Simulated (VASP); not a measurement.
# Al3Co2Ru (P-3m1) in VASP: notebook

The runs below take Al3Co2Ru through relaxation of shape and atoms at fixed volume, with PBE.

Everything below comes from runs of VASP 6.6.1. Logs are shortened: lines on timing, memory, paths and dates and some standing lists are left out, and cuts for length are marked.

### Step 1. The cell of the first run

The structure is trigonal, space group P-3m1 (No. 164). Conventional cell: a = 3.982 Å, b = 3.982 Å, c = 4.892 Å, α = 90.00°, β = 90.00°, γ = 120.00°. Al (site symmetry 3m) has 5 Co at 2.39 to 2.51 Å and 3 Ru at 2.45 Å and 6 Al at 2.79 to 2.87 Å within 3.2 Å. Within 3.2 Å of Al (site symmetry -3m) lie 6 Co at 2.43 Å and 2 Ru at 2.45 Å and 6 Al at 2.79 Å. Within 3.2 Å of Co (site symmetry 3m) lie 8 Al at 2.39 to 2.51 Å and 3 Co at 2.80 Å and 3 Ru at 2.83 Å. Within 3.2 Å of Ru (site symmetry -3m) lie 8 Al at 2.45 Å and 6 Co at 2.83 Å.

### Step 2. Relaxation of shape and atoms at fixed volume, PBE (volume scaled by 0.91)

Contents of INCAR:

```
SYSTEM = Al3Co2Ru
PREC     = Accurate       ! precision mode
ENCUT    = 600            ! plane-wave cutoff, eV
EDIFF    = 1E-7           ! SCF threshold, eV
ISMEAR   = 0              ! smearing method
SIGMA    = 0.1            ! smearing width, eV
LREAL    = .FALSE.        ! projectors in reciprocal space
LASPH    = .TRUE.         ! aspherical terms in the spheres
NELM     = 60             ! most SCF steps
ALGO     = Fast           ! electronic algorithm
ISIF     = 4              ! what is computed and relaxed
LWAVE    = .FALSE.        ! write WAVECAR
LCHARG   = .FALSE.        ! write CHGCAR
GGA      = PE             ! functional
IBRION   = 2              ! ionic algorithm
NSW      = 50             ! ionic steps
EDIFFG   = -0.01          ! ionic threshold
```

Contents of KPOINTS:

```
regular mesh
0
G
  12 12 8
  0 0 0
```

Contents of POSCAR:

```
Al3Co2Ru
1.0
    3.9819162527      0.0000000000      0.0000000000
   -1.9909581263      3.4484406305      0.0000000000
    0.0000000000      0.0000000000      4.8920223050
Al Co Ru
3 2 1
Direct
    0.3333333333      0.6666666667      0.3245365021
    0.6666666667      0.3333333333      0.6754634979
    0.0000000000      0.0000000000      0.0000000000
    0.3333333333      0.6666666667      0.8367767488
    0.6666666667      0.3333333333      0.1632232512
    0.0000000000      0.0000000000      0.5000000000
```

Potentials or basis: VASP PAW PBE potentials, release 64 (Al, Co, Ru_pv).

Launch:

```
$ cat potpaw_PBE.64/Al/POTCAR potpaw_PBE.64/Co/POTCAR potpaw_PBE.64/Ru_pv/POTCAR > POTCAR
$ mpirun -np 1 vasp_std > vasp.out
```

OUTCAR:

```text
SYSTEM = Al3Co2Ru
   PREC = Accurate
   ENCUT = 600
   EDIFF = 1E-7
   ISMEAR = 0
   LREAL = .FALSE.
   LASPH = .TRUE.
   NELM = 60
   ISIF = 4
   GGA = PE
   IBRION = 2
   NSW = 50
   EDIFFG = -0.01

 ion  position               nearest neighbor table
   1  0.333  0.667  0.325-   4 2.39   5 2.43   5 2.43   5 2.43   6 2.45   6 2.45   6 2.45   4 2.51
                             3 2.79   3 2.79   3 2.79   2 2.87   2 2.87   2 2.87
   2  0.667  0.333  0.675-   5 2.39   4 2.43   4 2.43   4 2.43   6 2.45   6 2.45   6 2.45   5 2.51
                             3 2.79   3 2.79   3 2.79   1 2.87   1 2.87   1 2.87
   3  0.000  0.000  0.000-   4 2.43   5 2.43   4 2.43   5 2.43   5 2.43   4 2.43   6 2.45   6 2.45
                             1 2.79   2 2.79   1 2.79   2 2.79   1 2.79   2 2.79
   4  0.333  0.667  0.837-   1 2.39   2 2.43   2 2.43   2 2.43   3 2.43   3 2.43   3 2.43   1 2.51
                             5 2.80   5 2.80   5 2.80   6 2.83   6 2.83   6 2.83
   5  0.667  0.333  0.163-   2 2.39   1 2.43   1 2.43   1 2.43   3 2.43   3 2.43   3 2.43   2 2.51
                             4 2.80   4 2.80   4 2.80   6 2.83   6 2.83   6 2.83
   6  0.000  0.000  0.500-   3 2.45   3 2.45   1 2.45   2 2.45   1 2.45   2 2.45   2 2.45   1 2.45
                             5 2.83   4 2.83   5 2.83   4 2.83   5 2.83   4 2.83

  LATTYP: Found a hexagonal cell.
 ALAT       =     3.9819162527
 C/A-ratio  =     1.2285598176

  Lattice vectors:

 A1 = (   3.9819162527,   0.0000000000,   0.0000000000)
 A2 = (  -1.9909581263,   3.4484406305,   0.0000000000)
 A3 = (   0.0000000000,   0.0000000000,   4.8920223050)

Analysis of symmetry for initial positions (statically):
=====================================================================
 Subroutine PRICEL returns:
 Original cell was already a primitive cell.

 Routine SETGRP: Setting up the symmetry group for a
 hexagonal supercell.

 Subroutine GETGRP returns: Found 12 space group operations
 (whereof 12 operations were pure point group operations)
 out of a pool of 24 trial point group operations.

The static configuration has the point symmetry D_3d.

Analysis of symmetry for dynamics (positions and initial velocities):
=====================================================================
 Subroutine PRICEL returns:
 Original cell was already a primitive cell.

 Routine SETGRP: Setting up the symmetry group for a
 hexagonal supercell.

 Subroutine GETGRP returns: Found 12 space group operations
 (whereof 12 operations were pure point group operations)
 out of a pool of 24 trial point group operations.

The dynamic configuration has the point symmetry D_3d.

 Subroutine INISYM returns: Found 12 space group operations
 (whereof 12 operations are pure point group operations),
 and found     1 'primitive' translations

----------------------------------------------------------------------------------------

                                     Primitive cell

  volume of cell :      67.1743

  direct lattice vectors                    reciprocal lattice vectors
     3.981916253  0.000000000  0.000000000     0.251135367  0.144993072  0.000000000
    -1.990958126  3.448440630  0.000000000     0.000000000  0.289986144  0.000000000
     0.000000000  0.000000000  4.892022305     0.000000000  0.000000000  0.204414440

  length of vectors
     3.981916253  3.981916253  4.892022305     0.289986144  0.289986144  0.204414440

  position of ions in fractional coordinates (direct lattice)
     0.333333333  0.666666667  0.324536502
     0.666666667  0.333333333  0.675463498
     0.000000000  0.000000000  0.000000000
     0.333333333  0.666666667  0.836776749
     0.666666667  0.333333333  0.163223251
     0.000000000  0.000000000  0.500000000

  ion indices of the primitive-cell ions
   primitive index   ion index
                 1           1
                 2           2
                 3           3
                 4           4
[... 90 lines left out ...]
   EFERMI_NEDOS =   21; number of points for ismear=-14 and -15
   IALGO  =     68    algorithm
   IMIX   =      4    mixing-type and parameters
     AMIX     =   0.40;   BMIX     =  1.00
     AMIX_MAG =   1.60;   BMIX_MAG =  1.00
  volume/ion in A,a.u.               =      11.20        75.55
  Fermi-wavevector in a.u.,A,eV,Ry     =   1.388678  2.624222 26.237852  1.928428
  Thomas-Fermi vector in A             =   2.512782
   LORBIT       =      0    0 simple, 1 ext, 2 COOP (PROOUT), +10 PAW based schemes
   GGA     = PE    functional components
   LHFCALC =     F    Hartree Fock is set to
   AEXX    =    0.0000 exact exchange contribution
   IVDW    =     0    specifies the selected vdW correction
   LEPSILON=     F    determine dielectric tensor
   LRPA    =     F    only Hartree local field effects (RPA)
 conjugate gradient relaxation of ions
 non-spin polarized calculation
 RMM-DIIS sequential band-by-band and
 Gauss-broadening in eV      SIGMA  =   0.10
[... 11 lines left out ...]
  ext. energy  EPLUGINS =         0.00000000
  ---------------------------------------------------
  free energy    TOTEN  =       -37.92488657 eV

  energy without entropy =      -37.91741773  energy(sigma->0) =      -37.92115215

------------------------ aborting loop because EDIFF is reached ----------------------------------------

  FORCE on cell =-STRESS in cart. coord.  units (eV):
  Direction    XX          YY          ZZ          XY          YZ          ZX
  --------------------------------------------------------------------------------------
  -------------------------------------------------------------------------------------
  Total        8.9968062      8.9968062      9.0115857      0.0000000      0.0000000      0.0000000
  in kB      214.5831642    214.5831642    214.9356706      0.0000000      0.0000000      0.0000000
  external PRESSURE =     214.7006663 kB  Pullay stress =       0.0000000 kB

 VOLUME and BASIS-vectors are now :
 -----------------------------------------------------------------------------
  energy-cutoff  :      600.00
  volume of cell :       67.17
      direct lattice vectors                 reciprocal lattice vectors
     3.981916253  0.000000000  0.000000000     0.251135367  0.144993072  0.000000000
    -1.990958126  3.448440630  0.000000000     0.000000000  0.289986144  0.000000000
     0.000000000  0.000000000  4.892022305     0.000000000  0.000000000  0.204414440

 POSITION                                       TOTAL-FORCE (eV/Angst)
 -----------------------------------------------------------------------------------
     -0.00000      2.29896      1.58764        -0.000000      0.000000     -0.027137
      1.99096      1.14948      3.30438         0.000000     -0.000000      0.027137
      0.00000      0.00000      0.00000        -0.000000      0.000000      0.000000
     -0.00000      2.29896      4.09353        -0.000000      0.000000      0.005450
      1.99096      1.14948      0.79849         0.000000     -0.000000     -0.005450
      0.00000      0.00000      2.44601        -0.000000      0.000000      0.000000
 -----------------------------------------------------------------------------------
    total drift:                                0.000000      0.000000     -0.000000

  FREE ENERGIE OF THE ION-ELECTRON SYSTEM (eV)
  ---------------------------------------------------
  free  energy   TOTEN  =       -37.9248865696 eV

  energy  without entropy=      -37.9174177250  energy(sigma->0) =      -37.92115215

--------------------------------------- Ionic step        2  -------------------------------------------

 number of electron      41.0000005 magnetization

 Free energy of the ion-electron system (eV)
  ---------------------------------------------------
  ext. energy  EPLUGINS =         0.00000000
  ---------------------------------------------------
  free energy    TOTEN  =       -37.92493605 eV

  energy without entropy =      -37.91746746  energy(sigma->0) =      -37.92120176

 E-fermi :  11.6298     XC(G=0): -12.7926

 val. band max:       11.6177321292   @ k =   0.3333   0.0833   0.2500
 cond. band min:      11.6368964425   @ k =   0.0000   0.2500   0.3750
 fundamental gap:      0.0191643133
 Fermi energy:        11.6297904184

 k-point     1 :       0.0000    0.0000    0.0000
  band No.  band energies     occupation
      1     -30.4262      2.00000
      2     -30.4053      2.00000
      3     -30.4053      2.00000
      4       0.7026      2.00000
      5       5.4329      2.00000
      6       6.2303      2.00000
[... 637 lines left out ...]
     23      13.9145      0.00000
     24      15.9484      0.00000

 [... further k-points ...]

------------------------ aborting loop because EDIFF is reached ----------------------------------------

  FORCE on cell =-STRESS in cart. coord.  units (eV):
  Direction    XX          YY          ZZ          XY          YZ          ZX
  --------------------------------------------------------------------------------------
  -------------------------------------------------------------------------------------
  Total        8.9627582      8.9627582      8.9824607      0.0000000      0.0000000     -0.0000000
  in kB      213.7710843    213.7710843    214.2410083      0.0000000      0.0000000     -0.0000000
  external PRESSURE =     213.9277257 kB  Pullay stress =       0.0000000 kB

 VOLUME and BASIS-vectors are now :
 -----------------------------------------------------------------------------
  energy-cutoff  :      600.00
  volume of cell :       67.17
      direct lattice vectors                 reciprocal lattice vectors
     3.981758530  0.000000000  0.000000000     0.251145315  0.144998815  0.000000000
    -1.990879265  3.448304039 -0.000000000    -0.000000000  0.289997630 -0.000000000
    -0.000000000  0.000000000  4.892409871    -0.000000000  0.000000000  0.204398247

 POSITION                                       TOTAL-FORCE (eV/Angst)
 -----------------------------------------------------------------------------------
     -0.00000      2.29887      1.58646         0.000000      0.000000     -0.009205
      1.99088      1.14943      3.30595        -0.000000     -0.000000      0.009205
      3.98176      0.00000      0.00000         0.000000     -0.000000      0.000000
     -0.00000      2.29887      4.09412         0.000000      0.000000     -0.006131
      1.99088      1.14943      0.79829        -0.000000     -0.000000      0.006131
      3.98176      0.00000      2.44620         0.000000     -0.000000      0.000000
 -----------------------------------------------------------------------------------
    total drift:                                0.000000     -0.000000     -0.000000

  FREE ENERGIE OF THE ION-ELECTRON SYSTEM (eV)
  ---------------------------------------------------
  free  energy   TOTEN  =       -37.9249360521 eV

  energy  without entropy=      -37.9174674614  energy(sigma->0) =      -37.92120176

 reached required accuracy - stopping structural energy minimisation
```

Wall time 8.2 min (1 thread of Intel Xeon Platinum 8259CL at 2.50GHz (Skylake/Cascade Lake), shared host); peak memory 0.4 GiB.

What came out:

```yaml
Free_energy: -37.9249 eV
Energy_gained_by_relaxing: 0.0 meV/atom
Ionic_steps: 2
Pressure_after_relaxing: 21.4 GPa
Largest_force_after_relaxing: 0.009 eV/Å
```

Forces in eV/Å, atoms in the order of the input:
```
Al   0.000  0.000 -0.009
Al   0.000  0.000  0.009
Al   0.000  0.000  0.000
Co   0.000  0.000 -0.006
Co   0.000  0.000  0.006
Ru   0.000  0.000  0.000
```

Final structure:
```yaml
crystal:
  lattice:
    - [3.98176, 0.00000, 0.00000]
    - [-1.99088, 3.44830, 0.00000]
    - [0.00000, 0.00000, 4.89241]
  atoms:
    - { symbol: Al, position: [0.33333, 0.66667, 0.32427] }
    - { symbol: Al, position: [0.66667, 0.33333, 0.67573] }
    - { symbol: Al, position: [0.00000, 0.00000, 0.00000] }
    - { symbol: Co, position: [0.33333, 0.66667, 0.83683] }
    - { symbol: Co, position: [0.66667, 0.33333, 0.16317] }
    - { symbol: Ru, position: [0.00000, 0.00000, 0.50000] }
```

Levels at points of the mesh, in eV from the Fermi level:
```csv
k point,band 17,band 18,band 19,band 20,band 21,band 22,band 23,band 24
"(0.00, 0.00, 0.00)",-0.87,-0.87,-0.39,-0.39,-0.34,3.58,3.58,4.30
"(0.50, 0.00, 0.00)",-1.28,-1.23,-1.19,-0.94,-0.93,0.50,1.70,2.59
"(0.00, 0.00, 0.50)",-1.02,-1.02,0.52,0.52,2.97,2.97,3.18,4.35
"(0.50, 0.00, 0.50)",-1.15,-1.09,-1.09,-0.98,-0.24,1.14,2.00,2.78
```

Caveat: the cell differs from its parent crystal (volume scaled by 0.91).

### Step 3. Relaxation of shape and atoms at fixed volume, PBE (volume scaled by 0.94)

Contents of INCAR:

```
SYSTEM = Al3Co2Ru
ALGO = Fast
EDIFF = 1E-6
EDIFFG = -0.01
ENCUT = 600
GGA = PE
IBRION = 2
ISIF = 4
ISMEAR = 0
LASPH = .TRUE.
LCHARG = .FALSE.
LREAL = .FALSE.
LWAVE = .FALSE.
NELM = 100
NSW = 50
PREC = Accurate
SIGMA = 0.1
```

Contents of KPOINTS:

```
k-points
0
G
  12 12 8
  0 0 0
```

Contents of POSCAR:

```
Al3Co2Ru
1.0
    4.0256150004      0.0000000000      0.0000000000
   -2.0128075002      3.4862848562      0.0000000000
    0.0000000000      0.0000000000      4.9441843756
Al Co Ru
3 2 1
Direct
    0.3333333333      0.6666666667      0.3249580547
    0.6666666667      0.3333333333      0.6750419453
    0.0000000000      0.0000000000      0.0000000000
    0.3333333333      0.6666666667      0.8367367036
    0.6666666667      0.3333333333      0.1632632964
    0.0000000000      0.0000000000      0.5000000000
```

Potentials or basis: VASP PAW PBE potentials, release 64 (Al, Co, Ru_pv).

Launch:

```
$ cat potpaw_PBE.64/Al/POTCAR potpaw_PBE.64/Co/POTCAR potpaw_PBE.64/Ru_pv/POTCAR > POTCAR
$ mpirun -np 1 vasp_std > vasp.out
```

Run time: 10 min. Hardware: 1 thread of Intel Xeon Platinum 8259CL at 2.50GHz (Skylake/Cascade Lake), shared host; peak memory 0.41 GiB.

The run converged. Its results:

```
Free energy                  : -38.1628 eV
Energy gained by relaxing    : 0.0 meV/atom
Ionic steps                  : 4
Pressure after relaxing      : 13.1 GPa
Largest force after relaxing : 0.009 eV/Å
```

Forces in eV/Å, atoms in the order of the input:
```
Al   0.000  0.000 -0.001
Al   0.000  0.000  0.001
Al   0.000  0.000  0.000
Co   0.000  0.000 -0.009
Co   0.000  0.000  0.009
Ru   0.000  0.000  0.000
```

Final structure:
```
CELL_PARAMETERS angstrom
4.02535 0.00000 0.00000
-2.01267 3.48605 0.00000
0.00000 0.00000 4.94484
ATOMIC_POSITIONS crystal
Al 0.33333 0.66667 0.32453
Al 0.66667 0.33333 0.67547
Al 0.00000 0.00000 0.00000
Co 0.33333 0.66667 0.83679
Co 0.66667 0.33333 0.16321
Ru 0.00000 0.00000 0.50000
```

Levels at points of the mesh, in eV from the Fermi level:
| k point | band 19 | band 20 | band 21 | band 22 | band 23 | band 24 |
| --- | --- | --- | --- | --- | --- | --- |
| (0.00, 0.00, 0.00) | -0.38 | -0.38 | -0.33 | 3.47 | 3.47 | 4.17 |
| (0.50, 0.00, 0.00) | -1.14 | -0.90 | -0.88 | 0.47 | 1.61 | 2.48 |
| (0.00, 0.00, 0.50) | 0.49 | 0.49 | 2.94 | 2.94 | 3.15 | 4.07 |
| (0.50, 0.00, 0.50) | -1.04 | -0.94 | -0.23 | 1.07 | 1.92 | 2.67 |

Caveat: the cell differs from its parent crystal (volume scaled by 0.94).

### Step 4. Relaxation of shape and atoms at fixed volume, PBE (volume scaled by 1.10)

Contents of INCAR:

```
SYSTEM = Al3Co2Ru
PREC     = Accurate       ! precision mode
ENCUT    = 600            ! plane-wave cutoff, eV
EDIFF    = 1E-6           ! SCF threshold, eV
ISMEAR   = 0              ! smearing method
SIGMA    = 0.1            ! smearing width, eV
LREAL    = .FALSE.        ! projectors in reciprocal space
LASPH    = .TRUE.         ! aspherical terms in the spheres
NELM     = 100            ! most SCF steps
ALGO     = Fast           ! electronic algorithm
ISIF     = 4              ! what is computed and relaxed
LWAVE    = .FALSE.        ! write WAVECAR
LCHARG   = .FALSE.        ! write CHGCAR
GGA      = PE             ! functional
IBRION   = 2              ! ionic algorithm
NSW      = 50             ! ionic steps
EDIFFG   = -0.01          ! ionic threshold
```

Contents of KPOINTS:

```
Automatic mesh
0
G
  12 12 8
  0 0 0
```

Contents of POSCAR:

```
Al3Co2Ru
1.0
    4.2432599085      0.0000000000      0.0000000000
   -2.1216299542      3.6747708756      0.0000000000
    0.0000000000      0.0000000000      5.2074450610
Al Co Ru
3 2 1
Direct
    0.3333333333      0.6666666667      0.3261535330
    0.6666666667      0.3333333333      0.6738464670
    0.0000000000      0.0000000000      0.0000000000
    0.3333333333      0.6666666667      0.8367227614
    0.6666666667      0.3333333333      0.1632772386
    0.0000000000      0.0000000000      0.5000000000
```

Launch:

```
$ cat potpaw_PBE.64/Al/POTCAR potpaw_PBE.64/Co/POTCAR potpaw_PBE.64/Ru_pv/POTCAR > POTCAR
$ mpirun -np 1 vasp_std > vasp.out
```

It took 11 min on 1 thread of Intel Xeon Platinum 8375C at 2.90GHz (Ice Lake), shared host; peak memory 0.48 GiB.

It converged, with:

| Item | Value |
| --- | --- |
| Free energy | -37.9708 eV |
| Energy gained by relaxing | 0.0 meV/atom |
| Ionic steps | 3 |
| Pressure after relaxing | -14.5 GPa |
| Largest force after relaxing | 0.010 eV/Å |

Forces in eV/Å, atoms in the order of the input:
```
Al   0.000  0.000  0.003
Al   0.000  0.000 -0.003
Al   0.000  0.000  0.000
Co   0.000  0.000  0.010
Co   0.000  0.000 -0.010
Ru   0.000  0.000  0.000
```

Step by step:
```tsv
step	energy change (eV)	largest force (eV/Å)	pressure (GPa)	volume (Å³)
1	0.0000	0.0342	-14.51	81.20
2	-0.0001	0.0225	-14.57	81.20
3	-0.0002	0.0098	-14.45	81.20
```

Final structure:
```yaml
crystal:
  lattice:
    - [4.24409, 0.00000, 0.00000]
    - [-2.12204, 3.67549, 0.00000]
    - [0.00000, 0.00000, 5.20541]
  atoms:
    - { symbol: Al, position: [0.33333, 0.66667, 0.32698] }
    - { symbol: Al, position: [0.66667, 0.33333, 0.67302] }
    - { symbol: Al, position: [0.00000, 0.00000, 0.00000] }
    - { symbol: Co, position: [0.33333, 0.66667, 0.83638] }
    - { symbol: Co, position: [0.66667, 0.33333, 0.16362] }
    - { symbol: Ru, position: [0.00000, 0.00000, 0.50000] }
```

Levels at points of the mesh, in eV from the Fermi level:
| k point | band 17 | band 18 | band 19 | band 20 | band 21 | band 22 | band 23 | band 24 |
| --- | --- | --- | --- | --- | --- | --- | --- | --- |
| (0.00, 0.00, 0.00) | -0.66 | -0.66 | -0.31 | -0.31 | -0.29 | 2.97 | 2.97 | 3.64 |
| (0.50, 0.00, 0.00) | -0.96 | -0.93 | -0.92 | -0.73 | -0.70 | 0.35 | 1.25 | 2.00 |
| (0.00, 0.00, 0.50) | -0.77 | -0.77 | 0.36 | 0.36 | 2.80 | 2.81 | 2.81 | 3.01 |
| (0.50, 0.00, 0.50) | -0.91 | -0.84 | -0.82 | -0.74 | -0.20 | 0.80 | 1.57 | 2.22 |

Caveat: the cell differs from its parent crystal (volume scaled by 1.10).

### Step 5. The runs side by side

| cell | gap on the mesh (eV) | pressure (GPa) | largest force (eV/Å) |
| --- | --- | --- | --- |
| relaxed from a = 3.982, b = 3.982, c = 4.892 Å, angles 90.0, 90.0, 120.0°, 6 atoms | none | 21.4 | 0.01 |
| relaxed from a = 4.026, b = 4.026, c = 4.944 Å, angles 90.0, 90.0, 120.0°, 6 atoms | none | 13.1 | 0.01 |
| relaxed from a = 4.243, b = 4.243, c = 5.207 Å, angles 90.0, 90.0, 120.0°, 6 atoms | none | -14.5 | 0.01 |

Alike in all rows: task relaxation of shape and atoms at fixed volume; level PBE; potentials or basis VASP PAW PBE potentials, release 64 (Al, Co, Ru_pv); no spin polarisation; k mesh 12 × 12 × 8; cutoff (eV) 600; smearing gaussian 0.1 eV.

Absolute energies hang on the potentials; compare differences alone.
